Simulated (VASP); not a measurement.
Set up this calculation in VASP 6.6.1, as the native input.

```
Task                   : single point
Functional             : PBEsol
Potentials or basis    : VASP PAW PBE potentials, release 64 (Si)
Cutoff                 : 520 eV
k mesh                 : 2 × 2 × 2
Occupations            : gaussian, width 0.02 eV
Spin                   : no spin polarisation
Dipole correction      : no
Further INCAR settings : LREAL = Auto; ALGO = Normal; EDIFF = 1e-06; NBANDS = 48
```

The structure of Si (a cell with a defect) lies in POSCAR:

```
Si
1.0
    0.0000000000      5.4300000000      5.4300000000
    5.4300000000      0.0000000000      5.4300000000
    5.4300000000      5.4300000000      0.0000000000
Si
17
Direct
   -0.0072290976      0.0176734807     -0.0039983425
    0.1179720994      0.1221492634      0.1375330571
   -0.0128482505      0.0013451197      0.5100572744
    0.1065470534      0.1644975138      0.6216866483
   -0.0072355433      0.4933576427     -0.0039696133
    0.1500116943      0.6506039595      0.0485914365
    0.0229144567      0.5237737569      0.4295140884
    0.1066818600      0.6071168508      0.6216947514
    0.4890485267     -0.0103168508      0.0314203499
    0.6215570902      0.1221394107      0.1375373849
    0.5006344383      0.0013701657      0.5100688766
    0.6132834254      0.1138539595      0.6588038674
    0.5170579190      0.4933534991     -0.0039549724
    0.6215421731      0.6185928177      0.1375441989
    0.5006778085      0.4877212707      0.5100866483
    0.6636112339      0.6072036832      0.6216948435
    0.2879192449      0.7888350829      0.6344174033
```

One way to write it, as run:

INCAR

```
SYSTEM = Si
PREC = Accurate
ENCUT = 520
EDIFF = 1E-6
ISMEAR = 0
SIGMA = 0.02
LREAL = Auto
LASPH = .TRUE.
NELM = 80
ALGO = Normal
ISIF = 2
LWAVE = .FALSE.
LCHARG = .FALSE.
GGA = PS
NBANDS = 48
```

KPOINTS

```
regular mesh
0
G
  2 2 2
  0 0 0
```

Potentials or basis: VASP PAW PBE potentials, release 64 (Si).

The run is started by

```bash
$ cat potpaw_PBE.64/Si/POTCAR > POTCAR
$ mpirun -np 1 vasp_std > vasp.out
```

Results of the run:

```
Pressure               : 2.4 GPa
Largest force          : 0.054 eV/Å
Band gap on the k mesh : zero (band 34 reaches 6.68 eV, above the bottom of band 35 at 6.60 eV)
```

Caveat: the k points lie up to 0.50 Å⁻¹ apart; the PAW data sets were made with another functional, which shifts forces and pressure a little.

Run time: 110 s on 1 thread of Intel(R) Xeon(R) 6975P-C (Granite Rapids) (shared host), peak memory 0.46 GiB.
